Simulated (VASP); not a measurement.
# PrH2Ir (Cmmm) in VASP: notebook

PrH2Ir is run at these levels: PBE; tasks: single point, relaxation of cell and atoms.

All numbers are computed with VASP 6.6.1; they aren't measurements. Logs are shortened: lines on timing, memory, paths and dates and some standing lists are left out, and cuts for length are marked.

## 1. The cell of the first run

Symmetry: Cmmm, No. 65, orthorhombic system. The conventional cell has a = 3.494 Å, b = 5.594 Å, c = 5.800 Å, α = 90.00°, β = 90.00°, γ = 90.00°. Within 3.8 Å of Pr (site symmetry mmm) lie 2 Ir at 2.90 Å and 6 Pr at 3.30 to 3.49 Å and 12 H at 3.46 to 3.51 Å. H (site symmetry m2m) has 3 H at 1.83 to 2.00 Å and 3 Ir at 1.88 to 1.97 Å within 2.4 Å. Ir (site symmetry mmm) has 6 H at 1.88 to 1.97 Å within 2.5 Å.

The cell was built from a structure type or drawn by symmetry, and may not be a known phase.

## 2. Single point, PBE

File INCAR:

```
ALGO     = Normal         # electronic algorithm
EDIFF    = 1E-6           # SCF threshold, eV
ENCUT    = 500            # plane-wave cutoff, eV
GGA      = PE             # functional
GGA_COMPAT= F            
ISIF     = 2              # what is computed and relaxed
ISMEAR   = 0              # smearing method
LASPH    = T              # aspherical terms in the spheres
LCHARG   = F              # write CHGCAR
LMAXMIX  = 6              # l up to which the mixer works
LREAL    = F              # projectors in reciprocal space
LWAVE    = F              # write WAVECAR
NBANDS   = 19             # bands
NELM     = 200            # most SCF steps
PREC     = Accurate       # precision mode
SIGMA    = 0.1            # smearing width, eV
```

File KPOINTS:

```
k-points
0
Gamma
  6 6 4
```

File POSCAR:

```
PrH2Ir
1.0
    1.7471860168     -2.7967699287      0.0000000000
    1.7471860168      2.7967699287      0.0000000000
    0.0000000000      0.0000000000      5.8004503461
Pr H Ir
1 2 1
Direct
    0.0000000000      0.0000000000      0.5000000000
    0.6632032112      0.3367967888      0.0000000000
    0.3367967888      0.6632032112      0.0000000000
    0.0000000000      0.0000000000      0.0000000000
```

Potentials or basis: VASP PAW PBE potentials, release 64 (Pr_3, H, Ir), 4f in core.

Launch:

```console
cat potpaw_PBE.64/Pr_3/POTCAR potpaw_PBE.64/H/POTCAR potpaw_PBE.64/Ir/POTCAR > POTCAR
mpirun -np 1 vasp_std > vasp.out
```

OUTCAR:

```text
EDIFF = 1E-6
   ENCUT = 500
   GGA = PE
   ISIF = 2
   ISMEAR = 0
   LASPH = T
   LREAL = F
   NELM = 200
   PREC = Accurate

 ion  position               nearest neighbor table
   1  0.000  0.000  0.500-   4 2.90   4 2.90
   2  0.663  0.337  0.000-   4 1.88   4 1.97   4 1.97
   3  0.337  0.663  0.000-   4 1.88   4 1.97   4 1.97
   4  0.000  0.000  0.000-   2 1.88   3 1.88   2 1.97   3 1.97   2 1.97   3 1.97   1 2.90   1 2.90

  LATTYP: Found a base centered orthorhombic cell.
 ALAT       =     3.4943720336
 B/A-ratio  =     1.6007282006
 C/A-ratio  =     1.6599406962

  Lattice vectors:

 A1 = (   1.7471860168,  -2.7967699287,   0.0000000000)
 A2 = (   1.7471860168,   2.7967699287,   0.0000000000)
 A3 = (   0.0000000000,   0.0000000000,   5.8004503461)

Analysis of symmetry for initial positions (statically):
=====================================================================
 Subroutine PRICEL returns:
 Original cell was already a primitive cell.

 Routine SETGRP: Setting up the symmetry group for a
 base centered orthorhombic supercell.

 Subroutine GETGRP returns: Found  8 space group operations
 (whereof  8 operations were pure point group operations)
 out of a pool of  8 trial point group operations.

The static configuration has the point symmetry D_2h.

Analysis of symmetry for dynamics (positions and initial velocities):
=====================================================================
 Subroutine PRICEL returns:
 Original cell was already a primitive cell.

 Routine SETGRP: Setting up the symmetry group for a
 base centered orthorhombic supercell.

 Subroutine GETGRP returns: Found  8 space group operations
 (whereof  8 operations were pure point group operations)
 out of a pool of  8 trial point group operations.

The dynamic configuration has the point symmetry D_2h.

 Subroutine INISYM returns: Found  8 space group operations
 (whereof  8 operations are pure point group operations),
 and found     1 'primitive' translations

----------------------------------------------------------------------------------------

                                     Primitive cell

  volume of cell :      56.6875

  direct lattice vectors                    reciprocal lattice vectors
     1.747186017 -2.796769929  0.000000000     0.286174451 -0.178777666  0.000000000
     1.747186017  2.796769929  0.000000000     0.286174451  0.178777666  0.000000000
     0.000000000  0.000000000  5.800450346     0.000000000  0.000000000  0.172400407

  length of vectors
     3.297662962  3.297662962  5.800450346     0.337427430  0.337427430  0.172400407

  position of ions in fractional coordinates (direct lattice)
     0.000000000  0.000000000  0.500000000
     0.663203211  0.336796789  0.000000000
     0.336796789  0.663203211  0.000000000
     0.000000000  0.000000000  0.000000000

  ion indices of the primitive-cell ions
   primitive index   ion index
                 1           1
                 2           2
                 3           3
                 4           4

----------------------------------------------------------------------------------------

 KPOINTS: k-points

Automatic generation of k-mesh.
 Grid dimensions read from file:
 generate k-points for:    6    6    4

 Generating k-lattice:

  Cartesian coordinates                     Fractional coordinates (reciprocal lattice)
     0.047695742 -0.029796278  0.000000000     0.166666667 -0.000000000  0.000000000
     0.047695742  0.029796278  0.000000000    -0.000000000  0.166666667  0.000000000
     0.000000000  0.000000000  0.043100102     0.000000000  0.000000000  0.250000000

  Length of vectors
     0.056237905  0.056237905  0.043100102

  Shift w.r.t. Gamma in fractional coordinates (k-lattice)
     0.000000000  0.000000000  0.000000000

 Subroutine IBZKPT returns following result:
 ===========================================

 Found     39 irreducible k-points:

 Following reciprocal coordinates:
            Coordinates               Weight
  0.000000  0.000000  0.000000      1.000000
  0.166667  0.000000  0.000000      4.000000
  0.333333  0.000000  0.000000      4.000000
  0.500000  0.000000  0.000000      2.000000
  0.166667  0.166667  0.000000      2.000000
  0.333333  0.166667  0.000000      4.000000
[... 16 lines left out ...]
  0.333333  0.333333  0.250000      4.000000
  0.500000  0.333333  0.250000      8.000000
 [... further k-points ...]
   k-points           NKPTS =     39   k-points in BZ     NKDIM =     39   number of bands    NBANDS=     19
   number of dos      NEDOS =    301   number of ions     NIONS =      4
   total plane-waves  NPLWV =  24192
   dimension x,y,z NGX =    24 NGY =   24 NGZ =   42
   dimension x,y,z NGXF=    48 NGYF=   48 NGZF=   84
   ions per type =               1   2   1
   NGX,Y,Z   is equivalent  to a cutoff of  12.10, 12.10, 12.04 a.u.
   NGXF,Y,Z  is equivalent  to a cutoff of  24.20, 24.20, 24.08 a.u.
 SYSTEM =  unknown system
   PREC   = accura    normal or accurate (medium, high low for compatibility)
   ISTART =      0    job   : 0-new  1-cont  2-samecut
   ICHARG =      2    charge: 1-file 2-atom 10-const
   ISPIN  =      1    spin polarized calculation?
   LNONCOLLINEAR =      F non collinear calculations
   LSORBIT =      F    spin-orbit coupling
   LASPH  =      T    aspherical Exc in radial PAW
   ENCUT  =  500.0 eV  36.75 Ry    6.06 a.u.   6.01  6.01 10.58*2*pi/ulx,y,z
   NELM   =    200;   NELMIN=  2; NELMDL= -5     # of ELM steps
   EDIFF  = 0.1E-05   stopping-criterion for ELM
   LREAL  =      F    real-space projection
[... 7 lines left out ...]
   TEBEG  =    0.0;   TEEND  =   0.0 temperature during run
   PSTRESS=    0.0 pullay stress
   NELECT =      22.0000    total number of electrons
   NUPDOWN=      -1.0000    fix difference up-down
   EMIN   =  10.00;   EMAX   =-10.00  energy-range for DOS
   EFERMI =   0.00;   METHOD = LEGACY
   ISMEAR =     0;   SIGMA  =   0.10  broadening in eV -4-tet -1-fermi 0-gaus
   EFERMI_NEDOS =   21; number of points for ismear=-14 and -15
   IALGO  =     38    algorithm
   IMIX   =      4    mixing-type and parameters
     AMIX     =   0.40;   BMIX     =  1.00
     AMIX_MAG =   1.60;   BMIX_MAG =  1.00
  volume/ion in A,a.u.               =      14.17        95.64
  Fermi-wavevector in a.u.,A,eV,Ry     =   1.194134  2.256587 19.401321  1.425957
  Thomas-Fermi vector in A             =   2.330132
   LORBIT       =      0    0 simple, 1 ext, 2 COOP (PROOUT), +10 PAW based schemes
   GGA     = PE    functional components
   LHFCALC =     F    Hartree Fock is set to
   AEXX    =    0.0000 exact exchange contribution
   IVDW    =     0    specifies the selected vdW correction
   LEPSILON=     F    determine dielectric tensor
   LRPA    =     F    only Hartree local field effects (RPA)
 non-spin polarized calculation
 Gauss-broadening in eV      SIGMA  =   0.10
  energy-cutoff  :      500.00
  volume of cell :       56.69
 maximum number of plane-waves:      1464
   NGX = 11   NGY = 11   NGZ = 21

 number of electron      21.9999999 magnetization

 Free energy of the ion-electron system (eV)
  ---------------------------------------------------
  ext. energy  EPLUGINS =         0.00000000
  ---------------------------------------------------
  free energy    TOTEN  =       -18.96515306 eV

  energy without entropy =      -18.95157566  energy(sigma->0) =      -18.95836436

 E-fermi :   5.2445     XC(G=0): -10.7622

 val. band max:        5.2441609430   @ k =   0.5000   0.5000   0.5000
 cond. band min:       5.2507256011   @ k =  -0.3333   0.1667   0.2500
 fundamental gap:      0.0065646582
 Fermi energy:         5.2445100792

 k-point     1 :       0.0000    0.0000    0.0000
  band No.  band energies     occupation
      1     -31.3964      2.00000
      2     -13.5446      2.00000
      3     -12.4493      2.00000
      4     -12.2991      2.00000
      5      -5.8666      2.00000
      6       1.0293      2.00000
[... 11 lines left out ...]
     18      11.9016      0.00000
     19      14.6426      0.00000

 k-point     2 :       0.1667    0.0000    0.0000
  band No.  band energies     occupation
      1     -31.3332      2.00000
      2     -13.4680      2.00000
      3     -12.9227      2.00000
      4     -12.4323      2.00000
      5      -5.2670      2.00000
      6       0.3943      2.00000
[... 11 lines left out ...]
     18      11.3832      0.00000
     19      14.0101      0.00000

 k-point     3 :       0.3333    0.0000    0.0000
  band No.  band energies     occupation
      1     -31.2033      2.00000
      2     -13.8395      2.00000
      3     -13.3090      2.00000
      4     -12.6011      2.00000
      5      -3.7416      2.00000
      6      -0.9402      2.00000
[... 11 lines left out ...]
     18      11.2064      0.00000
     19      13.2735      0.00000

 k-point     4 :       0.5000    0.0000    0.0000
  band No.  band energies     occupation
      1     -31.1364      2.00000
      2     -14.2561      2.00000
      3     -13.2264      2.00000
      4     -12.6800      2.00000
      5      -2.6765      2.00000
      6      -1.3542      2.00000
[... 11 lines left out ...]
     18      12.2833      0.00000
     19      12.2965      0.00000

 k-point     5 :       0.1667    0.1667    0.0000
  band No.  band energies     occupation
      1     -31.2460      2.00000
      2     -13.3717      2.00000
      3     -13.3597      2.00000
      4     -12.7936      2.00000
      5      -4.2626      2.00000
      6      -0.5717      2.00000
[... 11 lines left out ...]
     18      10.3059      0.00000
     19      12.9807      0.00000
[... 334 lines left out ...]
      2     -13.6166      2.00000
      3     -13.3736      2.00000
      4     -12.7611      2.00000
      5      -3.9746      2.00000
      6      -0.8787      2.00000
[... 11 lines left out ...]
     18      10.5018      0.00000
     19      14.6100      0.00000

 k-point    22 :      -0.1667    0.1667    0.2500
  band No.  band energies     occupation
      1     -31.3124      2.00000
      2     -13.5058      2.00000
      3     -12.8778      2.00000
      4     -12.6096      2.00000
      5      -5.1094      2.00000
      6       0.3925      2.00000
[... 11 lines left out ...]
     18      12.1539      0.00000
     19      15.4228      0.00000

 k-point    23 :       0.3333    0.3333    0.2500
  band No.  band energies     occupation
      1     -31.0714      2.00000
      2     -13.8347      2.00000
      3     -13.6567      2.00000
      4     -13.2050      2.00000
      5      -2.1507      2.00000
      6      -1.3803      2.00000
[... 11 lines left out ...]
     18      12.7844      0.00000
     19      14.2602      0.00000

 k-point    24 :       0.5000    0.3333    0.2500
  band No.  band energies     occupation
      1     -31.0752      2.00000
      2     -14.1423      2.00000
      3     -13.2169      2.00000
      4     -13.2021      2.00000
      5      -2.6106      2.00000
      6      -1.3432      2.00000
[... 11 lines left out ...]
     18      13.2939      0.00000
     19      13.9305      0.00000

 [... further k-points ...]

------------------------ aborting loop because EDIFF is reached ----------------------------------------

  FORCE on cell =-STRESS in cart. coord.  units (eV):
  Direction    XX          YY          ZZ          XY          YZ          ZX
  --------------------------------------------------------------------------------------
  -------------------------------------------------------------------------------------
  Total       -0.0573112      0.0575429     -0.1350078      0.0000000      0.0000000      0.0000000
  in kB       -1.6198033      1.6263529     -3.8157666      0.0000000      0.0000000      0.0000000
  external PRESSURE =      -1.2697390 kB  Pullay stress =       0.0000000 kB

 VOLUME and BASIS-vectors are now :
 -----------------------------------------------------------------------------
  energy-cutoff  :      500.00
  volume of cell :       56.69
      direct lattice vectors                 reciprocal lattice vectors
     1.747186017 -2.796769929  0.000000000     0.286174451 -0.178777666  0.000000000
     1.747186017  2.796769929  0.000000000     0.286174451  0.178777666  0.000000000
     0.000000000  0.000000000  5.800450346     0.000000000  0.000000000  0.172400407

 POSITION                                       TOTAL-FORCE (eV/Angst)
 -----------------------------------------------------------------------------------
      0.00000      0.00000      2.90023         0.000000     -0.000000      0.000000
      1.74719     -0.91288      0.00000         0.000000      0.016876      0.000000
      1.74719      0.91288      0.00000         0.000000     -0.016876      0.000000
      0.00000      0.00000      0.00000         0.000000     -0.000000      0.000000
 -----------------------------------------------------------------------------------
    total drift:                                0.000000      0.000000      0.000000

  FREE ENERGIE OF THE ION-ELECTRON SYSTEM (eV)
  ---------------------------------------------------
  free  energy   TOTEN  =       -18.9651530643 eV

  energy  without entropy=      -18.9515756649  energy(sigma->0) =      -18.95836436
```

It took 33 s on 1 thread of Intel Xeon Platinum 8259CL at 2.50GHz (Skylake/Cascade Lake), shared host; peak memory 0.19 GiB.

What came out:

| Quantity | Value |
| --- | --- |
| Free energy | -18.9652 eV |
| Pressure | -0.1 GPa |
| Largest force | 0.017 eV/Å |
| Band gap on the k mesh | zero (bands 11 and 12 overlap by 1.57 eV) |

Forces in eV/Å, atoms in the order of the input:
```
Pr   0.000  0.000  0.000
H    0.000  0.017  0.000
H    0.000 -0.017  0.000
Ir   0.000  0.000  0.000
```

Caveat: spin-orbit coupling is left out, which moves the levels of the heavy elements; the 4f electrons are frozen in the core, so they carry no moment and show no levels.

## 3. Single point, PBE

This run uses another cell than the first one, of 16.87 Å³/atom.

File INCAR:

```
SYSTEM = PrH2Ir
ALGO = Normal ; EDIFF = 1E-6
ENCUT = 500 ; GGA = PE
GGA_COMPAT = .False. ; ISIF = 2
ISMEAR = 0 ; LASPH = .True.
LCHARG = .False. ; LMAXMIX = 6
LREAL = .False. ; LWAVE = .False.
NBANDS = 19 ; NELM = 200
PREC = Accurate ; SIGMA = 0.1
```

File KPOINTS:

```
k-points
0
Gamma
  6 6 4
  0 0 0
```

File POSCAR:

```
PrH2Ir
1.0
    2.0840004500     -2.2382414200      0.0000000000
    2.0840004500      2.2382414200      0.0000000000
    0.0000000000      0.0000000000      7.2325606100
Pr H Ir
1 2 1
Direct
    0.0000000000      0.0000000000      0.5000000000
    0.7024707500      0.2975292500      0.0000000000
    0.2975292500      0.7024707500      0.0000000000
    0.0000000000      0.0000000000      0.0000000000
```

Potentials or basis: VASP PAW PBE potentials, release 64 (Pr_3, H, Ir), 4f in core.

Launch:

```console
cat potpaw_PBE.64/Pr_3/POTCAR potpaw_PBE.64/H/POTCAR potpaw_PBE.64/Ir/POTCAR > POTCAR
mpirun -np 1 vasp_std > vasp.out
```

Run time: 55 s. Hardware: 1 thread of Intel Xeon Platinum 8259CL at 2.50GHz (Skylake/Cascade Lake), shared host; peak memory 0.21 GiB.

Results (log left out):

```yaml
Free_energy: -14.2937 eV
Pressure: 16.3 GPa
Largest_force: 11.508 eV/Å
Band_gap_on_the_k_mesh: zero (bands 11 and 12 overlap by 1.20 eV)
```

Forces in eV/Å, atoms in the order of the input:
```
Pr    0.000   0.000   0.000
H     0.000  11.508   0.000
H     0.000 -11.508   0.000
Ir    0.000   0.000   0.000
```

Stress tensor (GPa, compression positive):
```
 -4.73   0.00   0.00
  0.00  69.43   0.00
  0.00   0.00 -15.90
```

Levels at points of the mesh, in eV from the Fermi level:
```csv
k point,band 8,band 9,band 10,band 11,band 12,band 13,band 14,band 15
"(0.00, 0.00, 0.00)",-2.03,-1.60,-1.34,-0.78,-0.20,0.04,1.87,3.04
"(0.50, 0.00, 0.00)",-2.91,-1.52,-0.63,-0.62,-0.18,1.18,3.32,3.49
"(0.50, 0.50, 0.00)",-2.22,-1.66,-1.01,0.44,0.46,1.05,2.67,3.79
"(0.00, 0.00, 0.50)",-2.57,-1.61,-1.18,-0.98,-0.77,-0.18,1.86,4.68
"(0.50, 0.00, 0.50)",-2.61,-1.04,-0.96,-0.66,-0.25,1.25,1.38,3.33
"(0.50, 0.50, 0.50)",-2.31,-1.53,-0.74,0.32,0.46,0.61,3.26,3.41
```

Caveat: the cell stands under pressure; spin-orbit coupling is left out, which moves the levels of the heavy elements; the 4f electrons are frozen in the core, so they carry no moment and show no levels; forces of over 1 eV/Å act on the atoms, so gaps and moduli don't describe the material at rest. Spin polarisation is off, so any magnetic state and its effect on volume and gap are missing.

(Part 1 of 2 ends here.)
